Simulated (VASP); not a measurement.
Crystal: PbSe (Clausthalite).

```xyz
2
Lattice="0.0000 3.0606 3.0606 3.0606 0.0000 3.0606 3.0606 3.0606 0.0000" Properties=species:S:1:pos:R:3 pbc="T T T"
Pb    0.0000    0.0000    0.0000
Se    3.0606    3.0606    3.0606
```

```yaml
Program: VASP 6.6.1
Task: relaxation of cell and atoms
Functional: SVWN5
Potentials_or_basis: VASP PAW PBE potentials, release 64 (Pb_d, Se)
Cutoff: 600 eV
k_mesh: 8 × 8 × 8
Occupations: fermi-dirac, width 0.05 eV
Spin: no spin polarisation
```

At the start: pressure -2.1 GPa; volume 28.67 Å³/atom.

Task: Where does the relaxation end?

Result: Over 3 steps the energy falls by 7.7 meV/atom and the volume is 27.55 Å³/atom (-3.9 %); space group Fm-3m (No. 225, to 0.05 Å).

The path:
```tsv
step	energy change (eV)	largest force (eV/Å)	pressure (GPa)	volume (Å³)
1	0.0000	0.0000	-2.11	57.34
2	-0.0130	0.0000	0.90	54.26
3	-0.0153	0.0000	-0.01	55.09
```

Final structure:
```
CELL_PARAMETERS angstrom
0.00000 3.02011 3.02011
3.02011 0.00000 3.02011
3.02011 3.02011 0.00000
ATOMIC_POSITIONS crystal
Pb 0.00000 0.00000 0.00000
Se 0.50000 0.50000 0.50000
```

The cell as given is a measured one (28.67 Å³/atom); SVWN5 puts the equilibrium volume -3.9 % from it, thermal expansion not counted.

Caveat: the PAW data sets were made with another functional, which shifts forces and pressure a little.
